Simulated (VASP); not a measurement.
Input of a VASP 6.6.1 run:

INCAR

```
SYSTEM = Ca5SiN2
PREC = Accurate
ENCUT = 520
EDIFF = 1E-6
ISMEAR = 0
SIGMA = 0.15
LREAL = .False.
LASPH = .True.
NELM = 60
ALGO = Normal
ISIF = 2
LWAVE = .False.
LCHARG = .True.
GGA = PE
LELF = .True.
LVHAR = .True.
NBANDS = 42
```

KPOINTS

```
regular mesh
0
Gamma
  2 2 3
  0 0 0
```

POSCAR

```
Ca5SiN2
1.0
    6.8034379619      0.0000000000      0.0000000000
    0.0000000000      6.8034379619      0.0000000000
    0.0000000000      0.0000000000      4.6847127764
Ca Si N
5 1 2
Direct
    0.7381101716      0.7381101716      0.2060833775
    0.2618898284      0.2618898284      0.2060833775
    0.2618898284      0.7381101716      0.2060833775
    0.7381101716      0.2618898284      0.2060833775
    0.0000000000      0.0000000000      0.7103506067
    0.5000000000      0.5000000000      0.7093140460
    0.0000000000      0.0000000000      0.2107144745
    0.5000000000      0.5000000000      0.3392864427
```

Potentials or basis: VASP PAW PBE potentials, release 64 (Ca_sv, Si, N).

Run with:

```sh
$ cat potpaw_PBE.64/Ca_sv/POTCAR potpaw_PBE.64/Si/POTCAR potpaw_PBE.64/N/POTCAR > POTCAR
$ mpirun -np 1 vasp_std > vasp.out
```

(1) Estimate the band gap on the k mesh.

(2) Estimate the pressure.

(3) Estimate the largest force.

## Answers

(1) zero (bands 32 and 33 overlap by 0.25 eV).

(2) 0.5 GPa.

(3) 0.091 eV/Å.

Caveat: the k points lie up to 0.46 Å⁻¹ apart.
